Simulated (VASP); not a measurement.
Set up this calculation in VASP 6.6.1, as the native input.

```
Task                   : single point
Functional             : LDA
Potentials or basis    : VASP PAW LDA potentials, release 64 (Si)
Cutoff                 : 520 eV
k mesh                 : 12 × 12 × 12
Occupations            : gaussian, width 0.15 eV
Spin                   : no spin polarisation
Dipole correction      : no
Further INCAR settings : ALGO = Normal; EDIFF = 1e-06; NBANDS = 26
```

The structure of Si lies in POSCAR:

```
Si
1.0
    4.6594203132      2.6901175721      2.0076694239
   -4.6594203132      2.6901175721      2.0076694239
    0.0000000000     -5.3802351441      2.0076694240
Si
8
Direct
    0.0230438192      0.7214117077      0.5254377641
    0.9769561808      0.2785882923      0.4745622359
    0.7155636601      0.7155636601      0.7155636601
    0.2785882923      0.4745622359      0.9769561808
    0.4745622359      0.9769561808      0.2785882923
    0.7214117077      0.5254377641      0.0230438192
    0.2844363399      0.2844363399      0.2844363399
    0.5254377641      0.0230438192      0.7214117077
```

This cell differs from its parent crystal: strain +0.000 along x and y, +0.080 along z.

The input as run:

INCAR

```
SYSTEM = Si
PREC = Accurate
ENCUT = 520
EDIFF = 1E-6
ISMEAR = 0
SIGMA = 0.15
LREAL = .False.
LASPH = .True.
NELM = 60
ALGO = Normal
ISIF = 2
LWAVE = .False.
LCHARG = .True.
GGA = CA
LELF = .True.
LVHAR = .True.
NBANDS = 26
```

KPOINTS

```
Automatic mesh
0
Gamma
  12 12 12
  0 0 0
```

Potentials or basis: VASP PAW LDA potentials, release 64 (Si).

Command:

```bash
$ cat potpaw_LDA.64/Si/POTCAR > POTCAR
$ mpirun -np 1 vasp_std > vasp.out
```

Results of the run:

```json
{"Pressure": "-6.4 GPa", "Largest force": "0.769 eV/Å", "Band gap on the k mesh": "zero (bands 16 and 17 overlap by 0.59 eV)"}
```

Caveat: the cell differs from its parent crystal (strain +0.000 along x and y, +0.080 along z); the stress differs along the axes, from -14 to -2 GPa; semilocal functionals underestimate gaps, and a narrow one can read as zero.

Run time: 7.7 min on 1 thread of Intel(R) Xeon(R) 6975P-C (Granite Rapids), with other jobs on the host, peak memory 0.8 GiB.
